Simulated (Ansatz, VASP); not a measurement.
**WC: VASP beside Ansatz**

```
W C
1.0
     2.89879    0.00000    0.00000
    -1.44939    2.51042    0.00000
     0.00000    0.00000    2.82742
W C
1 1
Cartesian
  0.0000 0.0000 0.0000
  1.4494 0.8368 1.4137
```

Alike in both runs: functional PBEsol; k mesh 14 × 14 × 12; occupations fermi-dirac, width 0.08 eV; no spin polarisation.

Ansatz relaxed the structure, and its values are those at the end. VASP's run is a single point on that final structure, the one shown.

|  | VASP | Ansatz |
| --- | --- | --- |
| version | VASP 6.6.1 | Ansatz 0.2.0 |
| potentials or method | VASP PAW PBE potentials, release 64 (W_sv, C) | PAW with Ansatz's default frozen-core files, scalar-relativistic |
| plane-wave cutoff (eV) | 520 | 420 |
| valence electrons in the cell | 18 | 18 |

VASP gave:

- pressure (GPa): 1.3

Question: What did Ansatz give for the same quantities?

Answer: Pressure (GPa): 0.0.

VASP's potentials were made for PBE, not for PBEsol. With one functional, cell and mesh, what is left measures potentials, basis and numerics. Ansatz's warnings: end state compared.

Spin-orbit coupling is off throughout.
